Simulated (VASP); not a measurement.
Yb, 2 atoms in the cell. It takes space group P6_3/mmc (No. 194, hexagonal). Conventional cell: a = 3.880 Å, b = 3.880 Å, c = 6.386 Å, α = 90.00°, β = 90.00°, γ = 120.00°. Within 5.1 Å of Yb (site symmetry -6m2) lie 12 Yb at 3.88 to 3.90 Å. This isn't the form of Yb at room conditions, which is fcc.

* Program: VASP 6.6.1
* Task: single point
* Functional: r2SCAN
* Potentials or basis: VASP PAW PBE potentials, release 64 (Yb)
* Cutoff: 520 eV
* k mesh: 3 × 3 × 2
* Occupations: fermi-dirac, width 0.1 eV
* Spin: no spin polarisation
* Dipole correction: no
* Further INCAR settings: ALGO = Normal; EDIFF = 1e-06; NBANDS = 31

Potentials or basis: VASP PAW PBE potentials, release 64 (Yb).

Command:

```console
$ cat potpaw_PBE.64/Yb/POTCAR > POTCAR
$ cp INCAR.step1 INCAR
$ mpirun -np 1 vasp_std > vasp.out
$ cp INCAR.step2 INCAR
$ mpirun -np 1 vasp_std > vasp.out
```

Hardware: 1 thread of Intel Xeon 8259CL, on a shared host.

Question: Estimate the wall time of this run.

Answer: Run time: 5.2 min on 1 thread of Intel Xeon 8259CL (shared host), peak memory 0.22 GiB. Counts: k points 6.
